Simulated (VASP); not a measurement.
Runs of VASP 6.6.1 on TaN. The structure is that of space group P6_3/mmc (No. 194), or close to it. The cells are those of the table. 

| task | cell | cutoff (eV) | gap on the mesh (eV) | pressure (GPa) |
| --- | --- | --- | --- | --- |
| electric field gradients | a = 2.986, b = 2.986, c = 4.818 Å, angles 90.0, 90.0, 120.0°, 4 atoms | 520 | none | 86.9 |
| electric field gradients | a = 3.048, b = 3.022, c = 4.918 Å, angles 89.6, 88.8, 119.1°, 4 atoms | 520 | none | 50.6 |
| electric field gradients | a = 3.007, b = 3.007, c = 4.852 Å, angles 90.0, 90.0, 120.0°, 4 atoms | 520 | none | 73.4 |
| electric field gradients | a = 3.048, b = 3.048, c = 4.967 Å, angles 90.0, 90.0, 120.0°, 4 atoms | 520 | none | (a) |
| electric field gradients | a = 3.038, b = 3.038, c = 4.902 Å, angles 90.0, 90.0, 120.0°, 4 atoms | 520 | none | (b) |
| single point | a = 3.048, b = 3.048, c = 4.820 Å, angles 90.0, 90.0, 120.0°, 4 atoms | 600 | none | 63.9 |
| single point | a = 3.048, b = 3.048, c = 4.770 Å, angles 90.0, 90.0, 120.0°, 4 atoms | 600 | none | (c) |
| single point | a = 3.018, b = 3.018, c = 4.918 Å, angles 90.0, 90.0, 120.0°, 4 atoms | 600 | none | 59.7 |

Alike in all rows: level PBEsol; potentials or basis VASP PAW PBE potentials, release 64 (Ta_pv, N); no spin polarisation; k mesh 9 × 9 × 5; smearing fermi-dirac 0.01 eV.

Fill in the values left out.

(a) 43.7; (b) 55.5; (c) 71.4.

Caveats: the cell stands under pressure; the PAW data sets were made with another functional, which shifts forces and pressure a little; spin-orbit coupling is left out, which moves the levels of the heavy elements.

A k mesh can miss the band edges, and the runs leave out spin-orbit coupling on Ta.

A gap of «none» marks levels without a gap at the run's occupations.
